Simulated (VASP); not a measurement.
A run of VASP 6.6.1:

Contents of INCAR:

```
SYSTEM = Ir
PREC     = Accurate       ! precision mode
ENCUT    = 500            ! plane-wave cutoff, eV
EDIFF    = 1E-6           ! SCF threshold, eV
ISMEAR   = 0              ! smearing method
SIGMA    = 0.05           ! smearing width, eV
LREAL    = .False.        ! projectors in reciprocal space
LASPH    = .True.         ! aspherical terms in the spheres
NELM     = 120            ! most SCF steps
ALGO     = Normal         ! electronic algorithm
ISIF     = 2              ! what is computed and relaxed
LWAVE    = .False.        ! write WAVECAR
LCHARG   = .False.        ! write CHGCAR
GGA      = PS             ! functional
NBANDS   = 24             ! bands
GGA_COMPAT= .False.
```

File KPOINTS:

```
Automatic mesh
0
Gamma
  2 10 3
  0 0 0
```

The input POSCAR:

```
Ir
1.0
    4.2651700086      0.0000000000      0.0000000000
    0.0000000000      2.6001192748      0.0000000000
    0.0000000000      0.0000000000      2.7896588449
Ir
2
Direct
    0.2500000000      0.0000000000     -0.2499998817
    0.7500000000      0.0000000000      1.2499998817
```

Potentials or basis: VASP PAW PBE potentials, release 64 (Ir_sv_GW).

Launch:

```sh
$ cat potpaw_PBE.64/Ir_sv_GW/POTCAR > POTCAR
$ mpirun -np 1 vasp_std > vasp.out
```

Hardware: 1 thread of Intel(R) Xeon(R) Platinum 8488C (Sapphire Rapids), with other jobs on the host.

Problem. How long does it take, and how much memory?

Solution. Run time: 9.8 s on 1 thread of Intel(R) Xeon(R) Platinum 8488C (Sapphire Rapids), on a shared host, peak memory 0.14 GiB. Counts: scf iterations 11, k points 24.
